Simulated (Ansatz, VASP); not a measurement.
SrO: VASP beside Ansatz

```
CELL_PARAMETERS angstrom
0.03089 2.68834 2.67113
2.61218 0.02136 2.68066
2.64584 2.73154 -0.01231
ATOMIC_POSITIONS crystal
Sr 0.00000 0.00000 0.00000
O 0.50000 0.50000 0.50000
```

Alike in both runs: task single point; functional PBE; k mesh 8 × 8 × 8; occupations gaussian, width 0.02 eV; no spin polarisation.

|  | VASP | Ansatz |
| --- | --- | --- |
| version | VASP 6.6.1 | Ansatz 0.2.0 |
| potentials or method | VASP PAW PBE potentials, release 64 (Sr_sv, O), cutoff 520 eV | scalar-relativistic, plane waves, PAW |
| valence electrons in the cell | 16 | 16 |

```csv
,VASP,Ansatz,Ansatz less VASP
gap on the k mesh at the Fermi level (eV),3.17,3.20,+0.032
least direct gap on the mesh (eV),3.18,3.20,+0.020
pressure (GPa),-5.0,-5.3,-0.36
"traceless stress, the component that is largest in VASP (GPa)",1.50,1.41,-0.096
```
